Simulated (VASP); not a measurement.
Input of a VASP 6.6.1 run:

File INCAR:

```
SYSTEM = Tl
  ALGO = Normal
  EDIFF = 1E-8
  ENCUT = 520
  GGA = CA
  ISIF = 2
  ISMEAR = -1
  LASPH = .TRUE.
  LCHARG = .FALSE.
  LEFG = .TRUE.
  LREAL = .FALSE.
  LWAVE = .FALSE.
  NBANDS = 20
  NELM = 80
  PREC = Accurate
  SIGMA = 0.05
```

File KPOINTS:

```
k-points
0
G
  11 11 6
  0 0 0
```

File POSCAR:

```
Tl
1.0
    3.4559983565     -0.0172799918     -0.0172799918
   -1.7429640902      3.0016223681     -0.0063249160
   -0.0276250000     -0.0276250000      5.5250000000
Tl
2
Direct
    0.3333333333      0.6666666667      0.2500000000
    0.6666666667      0.3333333333      0.7500000000
```

Potentials or basis: VASP PAW LDA potentials, release 64 (Tl_d).

Launch:

```sh
$ cat potpaw_LDA.64/Tl_d/POTCAR > POTCAR
$ mpirun -np 1 vasp_std > vasp.out
```

Q: Estimate the band gap on the k mesh.

A: Zero (band 13 reaches 9.76 eV, above the bottom of band 14 at 4.14 eV).

Q: What does it give for the pressure?

A: -1.7 GPa.

Q: What does it give for the largest force?

A: 0.010 eV/Å.

Forces on the atoms (eV/Å):
```
Tl   0.010  0.000  0.000
Tl  -0.010  0.000  0.000
```

Caveat: the cell differs from its parent crystal (equal xy, yz and zx shear strains of -1 %); without QUAD_EFG the Cq values of the log hold for a quadrupole moment of 1 mb, not for the nuclei; spin-orbit coupling is left out, which moves the levels of the heavy elements.
